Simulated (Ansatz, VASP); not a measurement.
## PbS: VASP beside Ansatz

INCAR

```
SYSTEM = PbS
  PREC = Accurate
  ENCUT = 520
  EDIFF = 1E-7
  ISMEAR = 0
  SIGMA = 0.03
  LREAL = .FALSE.
  LASPH = .TRUE.
  NELM = 100
  ALGO = Normal
  ISIF = 2
  LWAVE = .FALSE.
  LCHARG = .FALSE.
  GGA = PE
  NBANDS = 17
```

File KPOINTS:

```
Automatic mesh
0
G
  10 10 10
  0 0 0
```

Contents of POSCAR:

```
PbS
1.0
    0.0000000000      2.9650000000      2.9650000000
    2.9650000000      0.0000000000      2.9650000000
    2.9650000000      2.9650000000      0.0000000000
Pb S
1 1
Direct
    0.0000000000      0.0000000000      0.0000000000
    0.5632377740      0.5632377740      0.4367622260
```

Input for Ansatz:

```yaml
crystal:
  lattice:
    - [0.0, 2.965, 2.965]
    - [2.965, 0.0, 2.965]
    - [2.965, 2.965, 0.0]
  atoms:
    - { symbol: Pb, position: [0.0, 0.0, 0.0] }
    - { symbol: S, position: [0.563237774, 0.563237774, 0.436762226] }
basis:
  ecutwfc: 420
kpoints:
  mp_grid: { grid: [10, 10, 10] }
hamiltonian:
  xc: pbe
scf:
  occupations: { method: gaussian, width: 0.03 }
output:
  forces: true
  stress: true
  eigenvalues: true
```

Change from the starting cell: all S atoms moved +0.375 Å, as atom 2 along Cartesian [0 0 1].

Alike in both runs: task single point; functional PBE; k mesh 10 × 10 × 10; occupations gaussian, width 0.03 eV; no spin polarisation.

|  | VASP | Ansatz |
| --- | --- | --- |
| version | VASP 6.6.1 | Ansatz 0.2.0 |
| potentials or method | VASP PAW PBE potentials, release 64 (Pb_d, S), cutoff 520 eV | scalar-relativistic, plane waves, PAW |
| valence electrons in the cell | 20 | 20 |

|  | VASP | Ansatz | Ansatz less VASP |
| --- | --- | --- | --- |
| gap on the k mesh at the Fermi level (eV) | 1.19 | 1.19 | -0.003 |
| least direct gap on the mesh (eV) | 1.19 | 1.19 | -0.003 |
| pressure (GPa) | 4.7 | 4.7 | +0.07 |
| traceless stress, the component that is largest in VASP (GPa) | 4.38 | 4.38 | -0.004 |
| rms of the force components (eV/Å) | 0.502 | 0.502 | -0.0008 |

Atom by atom the forces differ by 0.001 eV/Å (rms over components).

Spin-orbit coupling is off throughout.
